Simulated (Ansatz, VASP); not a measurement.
## Two plane-wave programs on KCl

Contents of INCAR:

```
SYSTEM = KCl
ALGO = Normal ; EDIFF = 1E-6
ENCUT = 520 ; GGA = PE
ISIF = 2 ; ISMEAR = -1
LASPH = .TRUE. ; LCHARG = .FALSE.
LREAL = .FALSE. ; LWAVE = .FALSE.
NBANDS = 15 ; NELM = 60
PREC = Accurate ; SIGMA = 0.02
```

File KPOINTS:

```
k-points
0
G
  8 8 8
  0 0 0
```

POSCAR

```
KCl
1.0
   -0.0652031885      3.0796451336      3.0796451336
    3.0796451336     -0.0652031885      3.0796451336
    3.0796451336      3.0796451336     -0.0652031885
K Cl
1 1
Direct
    0.0000000000      0.0000000000      0.0000000000
    0.5000000000      0.5000000000      0.5000000000
```

Input for Ansatz:

```yaml
crystal:
  lattice:
    - [-0.0652031885, 3.0796451336, 3.0796451336]
    - [3.0796451336, -0.0652031885, 3.0796451336]
    - [3.0796451336, 3.0796451336, -0.0652031885]
  atoms:
    - { symbol: K, position: [0.0, 0.0, 0.0] }
    - { symbol: Cl, position: [0.5, 0.5, 0.5] }
kpoints:
  mp_grid: { grid: [8, 8, 8] }
  band_path:
    path:
      - [0.0, 0.0, 0.0]
      - [0.5, 0.0, 0.5]
      - [0.625, 0.25, 0.625]
      - [0.375, 0.375, 0.75]
      - [0.5, 0.5, 0.5]
      - [0.5, 0.25, 0.75]
    npoints: 1
hamiltonian:
  xc: pbe
scf:
  occupations: { method: fermi_dirac, width: 0.02 }
  n_extra_bands: 4
output:
  forces: true
  stress: true
  eigenvalues: true
```

Change from the starting cell: shear_111 strain -3.1%.

Alike in both runs: task single point; functional PBE; k mesh 8 × 8 × 8; occupations fermi-dirac, width 0.02 eV; no spin polarisation.

|  | VASP | Ansatz |
| --- | --- | --- |
| version | VASP 6.6.1 | Ansatz 0.2.0 |
| potentials or method | VASP PAW PBE potentials, release 64 (K_sv, Cl) | plane waves, PAW |
| plane-wave cutoff (eV) | 520 | 420 |
| valence electrons in the cell | 16 | 16 |

|  | VASP | Ansatz | Ansatz less VASP |
| --- | --- | --- | --- |
| gap on the k mesh at the Fermi level (eV) | 5.26 | 5.26 | +0.002 |
| pressure (GPa) | 1.5 | 1.5 | -0.04 |
| traceless stress, the component that is largest in VASP (GPa) | 0.12 | 0.12 | +0.001 |
